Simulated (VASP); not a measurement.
# TeW: single point with PBE

TeW:

```
CELL_PARAMETERS angstrom
0.00000 3.06183 3.06183
3.06183 0.00000 3.06183
3.06183 3.06183 0.00000
ATOMIC_POSITIONS crystal
W 0.00000 0.00000 0.00000
Te 0.25000 0.25000 0.25000
```

```yaml
Program: VASP 6.6.1
Task: single point
Functional: PBE
Potentials_or_basis: VASP PAW PBE potentials, release 64 (W_sv, Te)
Cutoff: 520 eV
k_mesh: 12 × 12 × 12
Occupations: gaussian, width 0.1 eV
Spin: collinear spin
Starting_moments: "[2.5, 0.0] μB"
Dipole_correction: no
Further_INCAR_settings: ALGO = Normal; EDIFF = 1e-06; NBANDS = 21
```

| Item | Value |
| --- | --- |
| Pressure | 0.0 GPa |
| Net moment | 1.40 μB per cell |
| Site moments | W +1.10; Te -0.03 μB |
| Valence electrons inside the program's atomic spheres | W 11.96; Te 3.51 |

Levels at points of the mesh, in eV from the Fermi level:
Spin up:
| k point | band 7 | band 8 | band 9 | band 10 | band 11 | band 12 | band 13 | band 14 | band 15 | band 16 |
| --- | --- | --- | --- | --- | --- | --- | --- | --- | --- | --- |
| (0.00, 0.00, 0.00) | -4.24 | -4.24 | -0.95 | -0.95 | 1.21 | 4.25 | 4.25 | 4.25 | 5.55 | 5.55 |
| (0.50, 0.00, 0.00) | -3.97 | -3.97 | -0.68 | -0.68 | -0.58 | 1.90 | 1.90 | 2.97 | 7.40 | 7.40 |
| (0.50, 0.50, 0.00) | -3.42 | -3.42 | -1.50 | -1.08 | -0.44 | 0.34 | 0.34 | 5.34 | 5.57 | 9.53 |
Spin down:
```csv
k point,band 5,band 6,band 7,band 8,band 9,band 10,band 11,band 12,band 13,band 14
"(0.00, 0.00, 0.00)",-12.90,-3.98,-3.98,-3.98,0.15,0.15,1.50,4.54,4.54,4.54
"(0.50, 0.00, 0.00)",-12.09,-5.38,-3.67,-3.67,-0.04,0.34,0.34,2.30,2.30,3.30
"(0.50, 0.50, 0.00)",-11.81,-5.67,-3.25,-3.25,-1.11,-0.16,0.76,0.86,0.86,5.72
```

It took 49 s on 1 thread of Intel(R) Xeon(R) 6975P-C (Granite Rapids), on a shared host, peak memory 0.29 GiB.

Caveat: spin-orbit coupling is left out, which moves the levels of the heavy elements.
